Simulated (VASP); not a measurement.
A run of VASP 6.6.1 is set up as follows.

The input INCAR:

```
PREC     = Accurate       # precision mode
ENCUT    = 520            # plane-wave cutoff, eV
EDIFF    = 1E-7           # SCF threshold, eV
ISMEAR   = -1             # smearing method
SIGMA    = 0.02           # smearing width, eV
LREAL    = F              # projectors in reciprocal space
LASPH    = T              # aspherical terms in the spheres
NELM     = 100            # most SCF steps
ALGO     = Normal         # electronic algorithm
ISIF     = 2              # what is computed and relaxed
LWAVE    = F              # write WAVECAR
LCHARG   = F              # write CHGCAR
GGA      = PE             # functional
NBANDS   = 18             # bands
```

The input KPOINTS:

```
regular mesh
0
Gamma
  12 12 6
```

File POSCAR:

```
LiF
1.0
    2.9004652966      0.0000000000      0.0000000000
   -1.4502326483      2.5118766296      0.0000000000
    0.0000000000      0.0000000000      5.0590256371
Li F
2 2
Direct
    0.3333333333      0.6666666667      0.0057791719
    0.6666666667      0.3333333333      0.5057791719
    0.3333333333      0.6666666667      0.3692208281
    0.6666666667      0.3333333333      0.8692208281
```

Potentials or basis: VASP PAW PBE potentials, release 64 (Li_sv, F).

The run is started by

```bash
$ cat potpaw_PBE.64/Li_sv/POTCAR potpaw_PBE.64/F/POTCAR > POTCAR
$ mpirun -np 1 vasp_std > vasp.out
```

Q: Predict the largest force.

A: 0.018 eV/Å.

Q: Estimate the band gap on the k mesh.

A: 8.19 eV.

Forces on the atoms (eV/Å):
```
Li   0.000  0.000  0.018
Li   0.000  0.000  0.018
F    0.000  0.000 -0.018
F    0.000  0.000 -0.018
```

Caveat: the cell differs from its parent crystal (epitaxial xy strain -5.9%). A k mesh can miss the band edges.
